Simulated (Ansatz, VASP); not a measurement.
# One calculation of MoH6, two programs

INCAR

```
SYSTEM = MoH6
  PREC = Accurate
  ENCUT = 600
  EDIFF = 1E-7
  ISMEAR = 0
  SIGMA = 0.1
  LREAL = .FALSE.
  LASPH = .TRUE.
  NELM = 60
  ALGO = Normal
  ISIF = 3
  LWAVE = .FALSE.
  LCHARG = .FALSE.
  GGA = PE
  IBRION = 2
  NSW = 100
  EDIFFG = -0.01
```

The input KPOINTS:

```
Automatic mesh
0
G
  10 10 6
  0 0 0
```

File POSCAR:

```
MoH6
1.0
    1.6848448235     -2.7537519856      0.0000000000
    1.6848448235      2.7537519856      0.0000000000
    0.0000000000      0.0000000000      6.7713174728
H Mo
6 1
Direct
    0.3750762485      0.3750762485      0.7331154097
    0.3750762485      0.3750762485      0.2668845903
    0.8401401400      0.1598598600      0.0000000000
    0.1598598600      0.8401401400      0.0000000000
    0.6249237515      0.6249237515      0.7331154097
    0.6249237515      0.6249237515      0.2668845903
    0.5000000000      0.5000000000      0.0000000000
```

Input for Ansatz:

```yaml
crystal:
  lattice:
    - [1.6848448235, -2.7537519856, 0.0]
    - [1.6848448235, 2.7537519856, 0.0]
    - [0.0, 0.0, 6.7713174728]
  atoms:
    - { symbol: H, position: [0.3750762485, 0.3750762485, 0.7331154097] }
    - { symbol: H, position: [0.3750762485, 0.3750762485, 0.2668845903] }
    - { symbol: H, position: [0.84014014, 0.15985986, 0.0] }
    - { symbol: H, position: [0.15985986, 0.84014014, 0.0] }
    - { symbol: H, position: [0.6249237515, 0.6249237515, 0.7331154097] }
    - { symbol: H, position: [0.6249237515, 0.6249237515, 0.2668845903] }
    - { symbol: Mo, position: [0.5, 0.5, 0.0] }
basis:
  ecutwfc: 420
kpoints:
  mp_grid: { grid: [10, 10, 6] }
hamiltonian:
  xc: pbe
scf:
  occupations: { method: gaussian, width: 0.1 }
output:
  forces: true
  stress: true
  eigenvalues: true
relax:
  adjacent_minimum: "off"
  f_tol: 0.01
  max_steps: 80
  cell: { stress_tol: 0.05 }
```

Alike in both runs: task relaxation of cell and atoms; functional PBE; k mesh 10 × 10 × 6; occupations gaussian, width 0.1 eV; no spin polarisation.

|  | VASP | Ansatz |
| --- | --- | --- |
| version | VASP 6.6.1 | Ansatz 0.2.0 |
| potentials or method | VASP PAW PBE potentials, release 64 (H, Mo_sv), cutoff 600 eV | scalar-relativistic, plane waves, PAW |
| valence electrons in the cell | 20 | 20 |

|  | VASP | Ansatz | Ansatz less VASP |
| --- | --- | --- | --- |
| gap on the k mesh at the Fermi level, each at its own relaxed structure (eV) | none | none | - |
| relaxed volume (Å³/atom) | 8.96 | 9.00 | +0.044 |
| relaxed length of the cell vector where the two differ most in proportion (Å) | 6.739 | 6.774 | +0.0354 |

A gap of «none» marks a metal or a gap that the smearing closes.
